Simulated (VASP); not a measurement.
Wanted: the native input for a VASP 6.6.1 run.

* Task: single point
* Functional: PBEsol
* Potentials or basis: VASP PAW PBE potentials, release 64 (Sn_d, O)
* Cutoff: 520 eV
* k mesh: 6 × 6 × 8
* Occupations: gaussian, width 0.02 eV
* Spin: no spin polarisation
* Dipole correction: no
* Further INCAR settings: ALGO = Normal; EDIFF = 1e-06; NBANDS = 35

The structure of SnO2 lies in POSCAR:

```
SnO2
1.0
    4.7686576438      0.0000000000      0.0000000000
    0.0000000000      4.7700658055      0.0000000000
    0.0000000000      0.0000000000      3.4046978898
Sn O
2 4
Direct
    0.5000000000      0.5000000000      0.5000000000
    0.0000000000      0.0000000000      0.0000000000
    0.3079052865      0.3079495674      0.0000000000
    0.8079052865      0.1920504326      0.5000000000
    0.1920947135      0.8079495674      0.5000000000
    0.6920947135      0.6920504326      0.0000000000
```

This cell differs from its parent crystal: strain along c alone, the other axes held: +6.0 %, then relaxed in part.

These files were run (other wordings do the same):

INCAR

```
PREC = Accurate
ENCUT = 520
EDIFF = 1E-6
ISMEAR = 0
SIGMA = 0.02
LREAL = F
LASPH = T
NELM = 60
ALGO = Normal
ISIF = 2
LWAVE = F
LCHARG = F
GGA = PS
NBANDS = 35
```

KPOINTS

```
regular mesh
0
Gamma
  6 6 8
```

Potentials or basis: VASP PAW PBE potentials, release 64 (Sn_d, O).

The run is started by

```sh
$ cat potpaw_PBE.64/Sn_d/POTCAR potpaw_PBE.64/O/POTCAR > POTCAR
$ mpirun -np 1 vasp_std > vasp.out
```

Results of the run:

```json
{
 "Pressure": "-10.9 GPa",
 "Band gap on the k mesh": "0.11 eV"
}
```

Caveat: the cell differs from its parent crystal (strain along c alone, the other axes held: +6.0 %, then relaxed in part); the stress differs along the axes, from -19 to -7 GPa; semilocal functionals underestimate gaps, and a narrow one can read as zero; the PAW data sets were made with another functional, which shifts forces and pressure a little; spin-orbit coupling is left out, which moves the levels of the heavy elements.

Wall time 5.4 min on 1 thread of Intel Xeon 8259CL, with other jobs on the host, peak memory 0.3 GiB.
